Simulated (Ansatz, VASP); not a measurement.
# One calculation of Pd, two programs

The input INCAR:

```
SYSTEM = Pd
PREC = Accurate ; ENCUT = 500
EDIFF = 1E-7 ; ISMEAR = 0
SIGMA = 0.1 ; LREAL = .False.
LASPH = .True. ; NELM = 120
ALGO = Normal ; ISIF = 3
LWAVE = .False. ; LCHARG = .False.
GGA = PE ; IBRION = 2
NSW = 100 ; EDIFFG = -0.05
GGA_COMPAT = .False. ; NELMIN = 4
```

Contents of KPOINTS:

```
Automatic mesh
0
Gamma
  8 8 8
  0 0 0
```

File POSCAR:

```
Pd
1.0
    0.0000000000      1.9425810719      1.9425810719
    1.9425810719      0.0000000000      1.9425810719
    1.9425810719      1.9425810719      0.0000000000
Pd
1
Direct
    0.0000000000      0.0000000000      0.0000000000
```

Input for Ansatz:

```yaml
crystal:
  lattice:
    - [0.0, 1.9425810719, 1.9425810719]
    - [1.9425810719, 0.0, 1.9425810719]
    - [1.9425810719, 1.9425810719, 0.0]
  atoms:
    - { symbol: Pd, position: [0.0, 0.0, 0.0] }
basis:
  ecutwfc: 420
kpoints:
  mp_grid: { grid: [8, 8, 8] }
hamiltonian:
  xc: pbe
scf:
  occupations: { method: gaussian, width: 0.1 }
output:
  forces: true
  stress: true
  eigenvalues: true
relax:
  adjacent_minimum: "off"
  f_tol: 0.05
  max_steps: 80
  cell: { stress_tol: 0.5 }
```

Alike in both runs: task relaxation of cell and atoms; functional PBE; k mesh 8 × 8 × 8; occupations gaussian, width 0.1 eV; no spin polarisation.

|  | VASP | Ansatz |
| --- | --- | --- |
| version | VASP 6.6.1 | Ansatz 0.2.0 |
| potentials or method | VASP PAW PBE potentials, release 64 (Pd), cutoff 500 eV | scalar-relativistic, plane waves, PAW |
| valence electrons in the cell | 10 | 18 |

VASP gave:

* gap on the k mesh at the Fermi level, each at its own relaxed structure (eV): none
* relaxed volume (Å³/atom): 15.38
* relaxed cell length with the largest relative difference (Å): 2.792

Question: Which values does Ansatz return?

Answer: gap on the k mesh at the Fermi level, each at its own relaxed structure (eV): none; relaxed volume (Å³/atom): 15.39; relaxed cell length with the largest relative difference (Å): 2.792.

A gap of «none» marks a metal or a gap that the smearing closes. VASP's potentials hold 10 valence electrons a cell and Ansatz's 18, so a difference there can come from the potentials and not from the codes.
